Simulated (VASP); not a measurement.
# AlCo (rocksalt type) (Fm-3m) in VASP: a series of runs

Runs on AlCo (rocksalt type). Level: PBE. Tasks: single point.

Everything below comes from runs of VASP 6.6.1. Logs are shortened: lines on timing, memory, paths and dates and some standing lists are left out, and cuts for length are marked.

### 1 The cell of the first run

The structure is cubic, space group Fm-3m (No. 225). The conventional cell has a = 4.292 Å, b = 4.292 Å, c = 4.292 Å, α = 90.00°, β = 90.00°, γ = 90.00°. Co (site symmetry m-3m) has 6 Al at 2.15 Å within 2.8 Å. Within 2.8 Å of Al (site symmetry m-3m) lie 6 Co at 2.15 Å.

### 2 Single point, PBE (9.88 Å³/atom)

The input, INCAR:

```
SYSTEM = AlCo
ALGO = Normal
EDIFF = 1E-7
ENCUT = 520
GGA = PE
ISIF = 2
ISMEAR = -1
LASPH = .TRUE.
LCHARG = .FALSE.
LREAL = .FALSE.
LWAVE = .FALSE.
NBANDS = 13
NELM = 100
PREC = Accurate
SIGMA = 0.05
```

The input, KPOINTS:

```
k-points
0
G
  15 15 15
  0 0 0
```

The input, POSCAR:

```
AlCo
1.0
    0.0000000000      2.1460181168      2.1460181168
    2.1460181168      0.0000000000      2.1460181168
    2.1460181168      2.1460181168      0.0000000000
Co Al
1 1
Direct
    0.0000000000      0.0000000000      0.0000000000
    0.5000000000      0.5000000000      0.5000000000
```

Potentials or basis: VASP PAW PBE potentials, release 64 (Co, Al).

On the command line:

```console
$ cat potpaw_PBE.64/Co/POTCAR potpaw_PBE.64/Al/POTCAR > POTCAR
$ mpirun -np 1 vasp_std > vasp.out
```

OUTCAR:

```text
SYSTEM = AlCo
   EDIFF = 1E-7
   ENCUT = 520
   GGA = PE
   ISIF = 2
   ISMEAR = -1
   LASPH = .TRUE.
   LREAL = .FALSE.
   NELM = 100
   PREC = Accurate

 ion  position               nearest neighbor table
   1  0.000  0.000  0.000-   2 2.15   2 2.15   2 2.15   2 2.15   2 2.15   2 2.15
   2  0.500  0.500  0.500-   1 2.15   1 2.15   1 2.15   1 2.15   1 2.15   1 2.15

  LATTYP: Found a face centered cubic cell.
 ALAT       =     4.2920362336

  Lattice vectors:

 A1 = (   0.0000000000,   2.1460181168,   2.1460181168)
 A2 = (   2.1460181168,   0.0000000000,   2.1460181168)
 A3 = (   2.1460181168,   2.1460181168,   0.0000000000)

Analysis of symmetry for initial positions (statically):
=====================================================================
 Subroutine PRICEL returns:
 Original cell was already a primitive cell.

 Routine SETGRP: Setting up the symmetry group for a
 face centered cubic supercell.

 Subroutine GETGRP returns: Found 48 space group operations
 (whereof 48 operations were pure point group operations)
 out of a pool of 48 trial point group operations.

The static configuration has the point symmetry O_h .

Analysis of symmetry for dynamics (positions and initial velocities):
=====================================================================
 Subroutine PRICEL returns:
 Original cell was already a primitive cell.

 Routine SETGRP: Setting up the symmetry group for a
 face centered cubic supercell.

 Subroutine GETGRP returns: Found 48 space group operations
 (whereof 48 operations were pure point group operations)
 out of a pool of 48 trial point group operations.

The dynamic configuration has the point symmetry O_h .

 Subroutine INISYM returns: Found 48 space group operations
 (whereof 48 operations are pure point group operations),
 and found     1 'primitive' translations

----------------------------------------------------------------------------------------

                                     Primitive cell

  volume of cell :      19.7665

  direct lattice vectors                    reciprocal lattice vectors
     0.000000000  2.146018117  2.146018117    -0.232989645  0.232989645  0.232989645
     2.146018117  0.000000000  2.146018117     0.232989645 -0.232989645  0.232989645
     2.146018117  2.146018117  0.000000000     0.232989645  0.232989645 -0.232989645

  length of vectors
     3.034927926  3.034927926  3.034927926     0.403549903  0.403549903  0.403549903

  position of ions in fractional coordinates (direct lattice)
     0.000000000  0.000000000  0.000000000
     0.500000000  0.500000000  0.500000000

  ion indices of the primitive-cell ions
   primitive index   ion index
                 1           1
                 2           2

----------------------------------------------------------------------------------------

 KPOINTS: k-points

Automatic generation of k-mesh.
 Grid dimensions read from file:
 generate k-points for:   15   15   15

 Generating k-lattice:

  Cartesian coordinates                     Fractional coordinates (reciprocal lattice)
    -0.015532643  0.015532643  0.015532643     0.066666667  0.000000000  0.000000000
     0.015532643 -0.015532643  0.015532643     0.000000000  0.066666667  0.000000000
     0.015532643  0.015532643 -0.015532643     0.000000000  0.000000000  0.066666667

  Length of vectors
     0.026903327  0.026903327  0.026903327

  Shift w.r.t. Gamma in fractional coordinates (k-lattice)
     0.000000000  0.000000000  0.000000000

 Subroutine IBZKPT returns following result:
 ===========================================

 Found    120 irreducible k-points:

 Following reciprocal coordinates:
            Coordinates               Weight
  0.000000  0.000000  0.000000      1.000000
  0.066667  0.000000  0.000000      8.000000
  0.133333  0.000000  0.000000      8.000000
  0.200000  0.000000  0.000000      8.000000
  0.266667  0.000000  0.000000      8.000000
  0.333333  0.000000  0.000000      8.000000
[... 16 lines left out ...]
  0.133333  0.133333  0.000000      6.000000
  0.200000  0.133333  0.000000     24.000000
 [... further k-points ...]
   k-points           NKPTS =    120   k-points in BZ     NKDIM =    120   number of bands    NBANDS=     13
   number of dos      NEDOS =    301   number of ions     NIONS =      2
   total plane-waves  NPLWV =  13824
   dimension x,y,z NGX =    24 NGY =   24 NGZ =   24
   dimension x,y,z NGXF=    48 NGYF=   48 NGZF=   48
   ions per type =               1   1
   NGX,Y,Z   is equivalent  to a cutoff of  13.15, 13.15, 13.15 a.u.
   NGXF,Y,Z  is equivalent  to a cutoff of  26.29, 26.29, 26.29 a.u.
 SYSTEM =  AlCo
   PREC   = accura    normal or accurate (medium, high low for compatibility)
   ISTART =      0    job   : 0-new  1-cont  2-samecut
   ICHARG =      2    charge: 1-file 2-atom 10-const
   ISPIN  =      1    spin polarized calculation?
   LNONCOLLINEAR =      F non collinear calculations
   LSORBIT =      F    spin-orbit coupling
   LASPH  =      T    aspherical Exc in radial PAW
   ENCUT  =  520.0 eV  38.22 Ry    6.18 a.u.   5.64  5.64  5.64*2*pi/ulx,y,z
   NELM   =    100;   NELMIN=  2; NELMDL= -5     # of ELM steps
   EDIFF  = 0.1E-06   stopping-criterion for ELM
   LREAL  =      F    real-space projection
   EDIFFG = 0.1E-05   stopping-criterion for IOM
   NSW    =      0    number of steps for IOM
   IBRION =     -1    ionic relax: 0-MD 1-quasi-New 2-CG
   NFREE  =      0    steps in history (QN), initial steepest desc. (CG)
   ISIF   =      2    stress and relaxation
   ISYM   =      2    0-nonsym 1-usesym 2-fastsym
   POTIM  = 0.5000    time-step for ionic-motion
   TEBEG  =    0.0;   TEEND  =   0.0 temperature during run
   PSTRESS=    0.0 pullay stress
   NELECT =      12.0000    total number of electrons
   NUPDOWN=      -1.0000    fix difference up-down
   EMIN   =  10.00;   EMAX   =-10.00  energy-range for DOS
   EFERMI =   0.00;   METHOD = LEGACY
   ISMEAR =    -1;   SIGMA  =   0.05  broadening in eV -4-tet -1-fermi 0-gaus
   EFERMI_NEDOS =   21; number of points for ismear=-14 and -15
   IALGO  =     38    algorithm
   IMIX   =      4    mixing-type and parameters
     AMIX     =   0.40;   BMIX     =  1.00
     AMIX_MAG =   1.60;   BMIX_MAG =  1.00
  volume/ion in A,a.u.               =       9.88        66.70
  Fermi-wavevector in a.u.,A,eV,Ry     =   1.386198  2.619534 26.144197  1.921544
  Thomas-Fermi vector in A             =   2.510536
   LORBIT       =      0    0 simple, 1 ext, 2 COOP (PROOUT), +10 PAW based schemes
   GGA     = PE    functional components
   LHFCALC =     F    Hartree Fock is set to
   AEXX    =    0.0000 exact exchange contribution
   IVDW    =     0    specifies the selected vdW correction
   LEPSILON=     F    determine dielectric tensor
   LRPA    =     F    only Hartree local field effects (RPA)
 non-spin polarized calculation
  energy-cutoff  :      520.00
  volume of cell :       19.77
 maximum number of plane-waves:       547
   NGX = 11   NGY = 11   NGZ = 11

 number of electron      12.0000006 magnetization

 Free energy of the ion-electron system (eV)
  ---------------------------------------------------
  ext. energy  EPLUGINS =         0.00000000
  ---------------------------------------------------
  free energy    TOTEN  =        -8.92371055 eV

  energy without entropy =       -8.91760823  energy(sigma->0) =       -8.92065939

 E-fermi :  12.9684     XC(G=0): -12.9666

 val. band max:       12.9557776057   @ k =  -0.4000   0.3333   0.0667
 cond. band min:      12.9855707675   @ k =  -0.4000   0.4000   0.0000
 fundamental gap:      0.0297931617
 Fermi energy:        12.9684135969

 k-point     1 :       0.0000    0.0000    0.0000
  band No.  band energies     occupation
      1       0.8253      2.00000
      2      10.3979      2.00000
      3      10.3979      2.00000
      4      10.3979      2.00000
      5      10.7539      2.00000
      6      10.7539      2.00000
      7      22.8147      0.00000
      8      22.8147      0.00000
      9      22.8147      0.00000
     10      25.3230      0.00000
     11      26.0624      0.00000
     12      26.0624      0.00000
     13      26.0624      0.00000

 k-point     2 :       0.0667    0.0000    0.0000
  band No.  band energies     occupation
      1       0.9386      2.00000
      2      10.3307      2.00000
      3      10.4290      2.00000
      4      10.4290      2.00000
      5      10.7409      2.00000
      6      10.7409      2.00000
      7      21.9517      0.00000
      8      22.7475      0.00000
      9      22.7475      0.00000
     10      24.7386      0.00000
     11      26.2445      0.00000
     12      26.2445      0.00000
     13      27.4361      0.00000

 k-point     3 :       0.1333    0.0000    0.0000
  band No.  band energies     occupation
      1       1.2760      2.00000
      2      10.1347      2.00000
      3      10.4575      2.00000
      4      10.4575      2.00000
      5      10.7696      2.00000
      6      10.7696      2.00000
      7      20.1567      0.00000
      8      22.5762      0.00000
      9      22.5762      0.00000
     10      24.5308      0.00000
     11      26.6733      0.00000
     12      26.6733      0.00000
     13      29.0316      0.00000
[... 305 lines left out ...]
 k-point    23 :       0.1333    0.1333    0.0000
  band No.  band energies     occupation
      1       1.4244      2.00000
      2      10.0789      2.00000
      3      10.4653      2.00000
      4      10.5793      2.00000
      5      10.5793      2.00000
      6      10.8589      2.00000
      7      20.9887      0.00000
      8      20.9887      0.00000
      9      22.7136      0.00000
     10      23.2648      0.00000
     11      26.2622      0.00000
     12      27.7616      0.00000
     13      27.7616      0.00000

 k-point    24 :       0.2000    0.1333    0.0000
  band No.  band energies     occupation
      1       1.8286      2.00000
      2       9.8825      2.00000
      3      10.2871      2.00000
      4      10.6112      2.00000
      5      10.7338      2.00000
      6      10.9803      2.00000
      7      19.5805      0.00000
      8      20.3936      0.00000
      9      22.7721      0.00000
     10      23.5396      0.00000
     11      24.7076      0.00000
     12      28.0471      0.00000
     13      28.3297      0.00000

 [... further k-points ...]

------------------------ aborting loop because EDIFF is reached ----------------------------------------

  FORCE on cell =-STRESS in cart. coord.  units (eV):
  Direction    XX          YY          ZZ          XY          YZ          ZX
  --------------------------------------------------------------------------------------
  -------------------------------------------------------------------------------------
  Total        9.6400285      9.6400285      9.6400285      0.0000000      0.0000000     -0.0000000
  in kB      781.3736325    781.3736325    781.3736325      0.0000000      0.0000000     -0.0000000
  external PRESSURE =     781.3736325 kB  Pullay stress =       0.0000000 kB

 VOLUME and BASIS-vectors are now :
 -----------------------------------------------------------------------------
  energy-cutoff  :      520.00
  volume of cell :       19.77
      direct lattice vectors                 reciprocal lattice vectors
     0.000000000  2.146018117  2.146018117    -0.232989645  0.232989645  0.232989645
     2.146018117  0.000000000  2.146018117     0.232989645 -0.232989645  0.232989645
     2.146018117  2.146018117  0.000000000     0.232989645  0.232989645 -0.232989645

 POSITION                                       TOTAL-FORCE (eV/Angst)
 -----------------------------------------------------------------------------------
      0.00000      0.00000      0.00000         0.000000      0.000000     -0.000000
      2.14602      2.14602      2.14602         0.000000      0.000000      0.000000
 -----------------------------------------------------------------------------------
    total drift:                                0.000000     -0.000000     -0.000000

  FREE ENERGIE OF THE ION-ELECTRON SYSTEM (eV)
  ---------------------------------------------------
  free  energy   TOTEN  =        -8.9237105535 eV

  energy  without entropy=       -8.9176082260  energy(sigma->0) =       -8.92065939
```

Run time: 56 s. Hardware: 1 thread of Intel Xeon 8259CL, shared host; peak memory 0.16 GiB.

Results:

| Property | Result |
| --- | --- |
| Free energy | -8.9237 eV |
| Pressure | 78.1 GPa |
| Band gap on the k mesh | zero (bands 6 and 7 overlap by 0.13 eV) |

Levels at points of the mesh, in eV from the Fermi level:
```
           k point  band 4  band 5  band 6  band 7  band 8  band 9
(0.00, 0.00, 0.00)   -2.57   -2.21   -2.21    9.85    9.85    9.85
```

Caveat: the cell stands under pressure; the run has no spin polarisation, though such a crystal can be magnetic. Spin polarisation is off, so any magnetic state and its effect on volume and gap are missing.

(Continued in part 2 of 2.)
